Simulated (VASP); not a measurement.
Input of a VASP 6.6.1 run:

File INCAR:

```
  ALGO = Normal
  EDIFF = 1E-6
  ENCUT = 500
  GGA_COMPAT = False
  ISIF = 2
  ISMEAR = 0
  LASPH = True
  LCHARG = True
  LELF = True
  LREAL = False
  LVHAR = True
  LWAVE = False
  NBANDS = 9
  NELM = 120
  PREC = Accurate
  SIGMA = 0.1
```

The input KPOINTS:

```
k-points
0
Gamma
  20 20 20
```

The input POSCAR:

```
Se
1.0
   -1.3825233778      1.3825233778      1.3825233778
    1.3825233778     -1.3825233778      1.3825233778
    1.3825233778      1.3825233778     -1.3825233778
Se
1
Direct
    0.0000000000      0.0000000000      0.0000000000
```

Potentials or basis: VASP PAW LDA potentials, release 64 (Se).

Run with:

```bash
$ cat potpaw_LDA.64/Se/POTCAR > POTCAR
$ mpirun -np 1 vasp_std > vasp.out
```

Question: What does it give for the band gap on the k mesh?

Answer: Zero (band 3 reaches 24.72 eV, above the bottom of band 4 at 7.86 eV).

Question: Predict the pressure.

Answer: 191.3 GPa.
